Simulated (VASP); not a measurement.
# Zr (P6_3/mmc) in VASP: notebook, part 2 of 2

VASP 6.6.1.

## 4. Single point, BLYP+D3(BJ)

This run uses another cell than the first one, of 21.81 Å³/atom.

Contents of INCAR:

```
AGGAC = 1.0 ; AGGAX = 1.0
ALDAC = 0.0 ; ALDAX = 1.0
ALGO = Normal ; EDIFF = 1E-6
ENCUT = 520 ; GGA = B5
ISIF = 2 ; ISMEAR = -1
IVDW = 12 ; LASPH = True
LCHARG = True ; LELF = True
LREAL = False ; LVHAR = True
LWAVE = False ; NBANDS = 19
NELM = 100 ; PREC = Accurate
SIGMA = 0.05 ; VDW_A1 = 0.4298
VDW_A2 = 4.2359 ; VDW_S6 = 1.0
VDW_S8 = 2.6996
```

Contents of KPOINTS:

```
k-points
0
Gamma
  9 9 5
```

Contents of POSCAR:

```
Zr
1.0
    3.1414333746      0.0000000000      0.0000000000
   -1.5707166873      2.7205611067      0.0000000000
    0.0000000000      0.0000000000      5.1032574331
Zr
2
Direct
    0.6666666667      0.3333333333      0.7500000000
    0.3333333333      0.6666666667      0.2500000000
```

Potentials or basis: VASP PAW PBE potentials, release 64 (Zr_sv).

Started as:

```
$ cat potpaw_PBE.64/Zr_sv/POTCAR > POTCAR
$ mpirun -np 1 vasp_std > vasp.out
```

OUTCAR:

```text
EDIFF = 1E-6
   ENCUT = 520
   GGA = B5
   ISIF = 2
   ISMEAR = -1
   IVDW = 12
   LASPH = True
   LREAL = False
   NELM = 100
   PREC = Accurate
 IVDW          = 12

 ion  position               nearest neighbor table
   1  0.667  0.333  0.750-   2 3.13   2 3.13   2 3.13   2 3.13   2 3.13   2 3.13
   2  0.333  0.667  0.250-   1 3.13   1 3.13   1 3.13   1 3.13   1 3.13   1 3.13

  LATTYP: Found a hexagonal cell.
 ALAT       =     3.1414333746
 C/A-ratio  =     1.6244996550

  Lattice vectors:

[... 717 lines left out ...]
------------------------ aborting loop because EDIFF is reached ----------------------------------------

 Edisp (eV)   -2.77215

 E8    (eV) :    -2.1899

  FORCE on cell =-STRESS in cart. coord.  units (eV):
  Direction    XX          YY          ZZ          XY          YZ          ZX
  --------------------------------------------------------------------------------------
  -------------------------------------------------------------------------------------
  Total       0.02468     0.02468     0.05318     0.00000     0.00000     0.00000
  in kB       0.90674     0.90674     1.95364     0.00000     0.00000     0.00000
  external pressure =        1.26 kB  Pullay stress =        0.00 kB

 VOLUME and BASIS-vectors are now :
 -----------------------------------------------------------------------------
  energy-cutoff  :      520.00
  volume of cell :       43.61
      direct lattice vectors                 reciprocal lattice vectors
     3.141433375  0.000000000  0.000000000     0.318326025  0.183785616  0.000000000
    -1.570716687  2.720561107  0.000000000     0.000000000  0.367571233  0.000000000
     0.000000000  0.000000000  5.103257433     0.000000000  0.000000000  0.195953274

 POSITION                                       TOTAL-FORCE (eV/Angst)
 -----------------------------------------------------------------------------------
      1.57072      0.90685      3.82744         0.000000      0.000000      0.000000
     -0.00000      1.81371      1.27581        -0.000000     -0.000000      0.000000
 -----------------------------------------------------------------------------------
    total drift:                               -0.000000      0.000000     -0.000000

  FREE ENERGIE OF THE ION-ELECTRON SYSTEM (eV)
  ---------------------------------------------------
  free  energy   TOTEN  =       -17.2901988822 eV

  energy  without entropy=      -17.2715273647  energy(sigma->0) =      -17.28086312
```

OSZICAR:

```text
N       E                     dE             d eps       ncg     rms          rms(c)
DAV:   1     0.216777743152E+03    0.21678E+03   -0.13343E+04  1368   0.126E+03
DAV:   2     0.474497370089E+00   -0.21630E+03   -0.21229E+03  1618   0.371E+02
DAV:   3    -0.145881495786E+02   -0.15063E+02   -0.14918E+02  2408   0.711E+01
DAV:   4    -0.149957548597E+02   -0.40761E+00   -0.40709E+00  1647   0.116E+01
DAV:   5    -0.150053428537E+02   -0.95880E-02   -0.95866E-02  1977   0.132E+00    0.159E+01
DAV:   6    -0.145752320923E+02    0.43011E+00   -0.70707E-01  1482   0.654E+00    0.666E+00
DAV:   7    -0.145105969377E+02    0.64635E-01   -0.46189E-01  1941   0.467E+00    0.106E+00
DAV:   8    -0.145182210184E+02   -0.76241E-02   -0.37734E-02  1754   0.154E+00    0.164E-01
DAV:   9    -0.145180750737E+02    0.14594E-03   -0.10322E-03  1577   0.292E-01    0.379E-02
DAV:  10    -0.145180451172E+02    0.29956E-04   -0.79725E-05  1819   0.724E-02    0.103E-02
DAV:  11    -0.145180471376E+02   -0.20204E-05   -0.52831E-06  1493   0.211E-02    0.465E-03
DAV:  12    -0.145180472494E+02   -0.11183E-06   -0.39492E-07   837   0.478E-03
   1 F= -.17290199E+02 E0= -.17280863E+02  d E =-.186715E-01
```

It took 36 s on 1 thread of Intel Xeon 8259CL, shared host; peak memory 0.17 GiB.

Results:

- Free energy: -17.2902 eV
- Pressure: 0.1 GPa
- Band gap on the k mesh: zero (bands 12 and 13 overlap by 1.07 eV)
- Dispersion energy per atom: -1.386 eV

Caveat: the PAW data sets were made with another functional, which shifts forces and pressure a little.

## 5. Single point, revPBE+D4

Contents of INCAR:

```
SYSTEM = Zr
PREC = Accurate ; ENCUT = 520
EDIFF = 1E-6 ; ISMEAR = -1
SIGMA = 0.05 ; LREAL = .FALSE.
LASPH = .TRUE. ; NELM = 100
ALGO = Normal ; ISIF = 2
LWAVE = .FALSE. ; LCHARG = .FALSE.
GGA = RE ; IVDW = 13
NBANDS = 19
```

Contents of KPOINTS:

```
regular mesh
0
G
  9 9 5
  0 0 0
```

Contents of POSCAR:

```
Zr
1.0
    3.2241550077      0.0000000000      0.0000000000
   -1.6120775039      2.7922001424      0.0000000000
    0.0000000000      0.0000000000      5.1770759691
Zr
2
Direct
    0.6666666667      0.3333333333      0.7500000000
    0.3333333333      0.6666666667      0.2500000000
```

Started as:

```
$ cat potpaw_PBE.64/Zr_sv/POTCAR > POTCAR
$ mpirun -np 1 vasp_std > vasp.out
```

It took 29 s on 1 thread of Intel Xeon 8259CL, shared host; peak memory 0.17 GiB.

Results (log left out):

| Quantity | Value |
| --- | --- |
| Free energy | -16.9287 eV |
| Pressure | 0.0 GPa |
| Band gap on the k mesh | zero (bands 12 and 13 overlap by 1.15 eV) |
| Dispersion energy per atom | -0.278 eV |

Levels at points of the mesh, in eV from the Fermi level:
```
           k point  band 9  band 10  band 11  band 12  band 13  band 14  band 15  band 16
(0.00, 0.00, 0.00)   -5.66    -3.03     0.88     0.88     0.94     1.08     1.55     1.55
```

Caveat: the PAW data sets were made with another functional, which shifts forces and pressure a little.

## 6. Relaxation of cell and atoms, revPBE+D3(BJ)

Contents of INCAR:

```
  PREC = Accurate
  ENCUT = 600
  EDIFF = 1E-6
  ISMEAR = -1
  SIGMA = 0.05
  LREAL = False
  LASPH = True
  NELM = 80
  ALGO = Normal
  ISIF = 3
  LWAVE = False
  LCHARG = False
  GGA = RE
  IVDW = 12
  IBRION = 2
  NSW = 60
  EDIFFG = -0.01
```

Contents of KPOINTS:

```
Automatic mesh
0
Gamma
  9 9 5
```

Contents of POSCAR:

```
Zr
1.0
    3.2320000000      0.0000000000      0.0000000000
   -1.6160000000      2.7989941050      0.0000000000
    0.0000000000      0.0000000000      5.1470000000
Zr
2
Direct
    0.6666666667      0.3333333333      0.7500000000
    0.3333333333      0.6666666667      0.2500000000
```

Potentials or basis: VASP PAW PBE potentials, release 64 (Zr_sv).

Started as:

```
$ cat potpaw_PBE.64/Zr_sv/POTCAR > POTCAR
$ mpirun -np 1 vasp_std > vasp.out
```

It took 3.4 min on 1 thread of Intel Xeon 8259CL, shared host; peak memory 0.21 GiB.

The run converged. Its results:

```yaml
Free_energy: -18.2998 eV
Relaxed_volume: 22.09 Å³/atom
Relaxed_cell: a = 3.163 Å, b = 3.163 Å, c = 5.099 Å, α = 90.00°, β = 90.00°, γ = 120.00°
Space_group_after_relaxing_to_0.1_Å: P6_3/mmc (No. 194)
Energy_gained_by_relaxing: 18.8 meV/atom
Ionic_steps: 9
Pressure_after_relaxing: 0.0 GPa
Band_gap_on_the_k_mesh: zero (bands 12 and 13 overlap by 1.15 eV)
Dispersion_energy_per_atom: -0.999 eV
```

Step by step:
```tsv
step	energy change (eV)	largest force (eV/Å)	pressure (GPa)	volume (Å³)
1	0.0000	0.0000	-4.75	46.56
2	-0.0030	0.0000	5.32	42.07
3	-0.0368	0.0000	0.00	44.21
4	-0.0368	0.0000	0.11	44.16
5	-0.0375	0.0000	0.08	44.16
6	-0.0376	0.0000	0.07	44.15
7	-0.0376	0.0000	0.07	44.15
8	-0.0376	0.0000	-0.07	44.22
9	-0.0376	0.0000	0.00	44.19
```

Final structure:
```
Zr
1.0
     3.16336    0.00000    0.00000
    -1.58168    2.73955    0.00000
     0.00000    0.00000    5.09861
Zr
2
Direct
  0.66667 0.33333 0.75000
  0.33333 0.66667 0.25000
```

Levels at points of the mesh, in eV from the Fermi level:
| k point | band 10 | band 11 | band 12 | band 13 | band 14 | band 15 |
| --- | --- | --- | --- | --- | --- | --- |
| (0.00, 0.00, 0.00) | -3.17 | 0.89 | 0.89 | 0.93 | 1.27 | 1.61 |

Caveat: the PAW data sets were made with another functional, which shifts forces and pressure a little.

## 7. The runs side by side

| task | level | cell | cutoff (eV) | smearing | gap on the mesh (eV) | pressure (GPa) |
| --- | --- | --- | --- | --- | --- | --- |
| single point | r2SCAN+D3(BJ) | a = 3.232, b = 3.232, c = 5.147 Å, angles 90.0, 90.0, 120.0°, 2 atoms | 520 | methfessel-paxton 0.01 eV | none | -1.0 |
| single point | revPBE+D3(BJ) | a = 3.163, b = 3.163, c = 5.098 Å, angles 90.0, 90.0, 120.0°, 2 atoms | 520 | fermi-dirac 0.05 eV | none | 0.0 |
| single point | BLYP+D3(BJ) | a = 3.141, b = 3.141, c = 5.103 Å, angles 90.0, 90.0, 120.0°, 2 atoms | 520 | fermi-dirac 0.05 eV | none | 0.1 |
| single point | revPBE+D4 | a = 3.224, b = 3.224, c = 5.177 Å, angles 90.0, 90.0, 120.0°, 2 atoms | 520 | fermi-dirac 0.05 eV | none | 0.0 |
| relaxation of cell and atoms | revPBE+D3(BJ) | relaxed from a = 3.232, b = 3.232, c = 5.147 Å, angles 90.0, 90.0, 120.0°, 2 atoms | 600 | fermi-dirac 0.05 eV | none | 0.0 |

Alike in all rows: potentials or basis VASP PAW PBE potentials, release 64 (Zr_sv); no spin polarisation; k mesh 9 × 9 × 5.

Caveats: the PAW data sets were made with another functional, which shifts forces and pressure a little.

Total energies depend on the potentials used, so only differences within one code and one set of settings carry meaning.
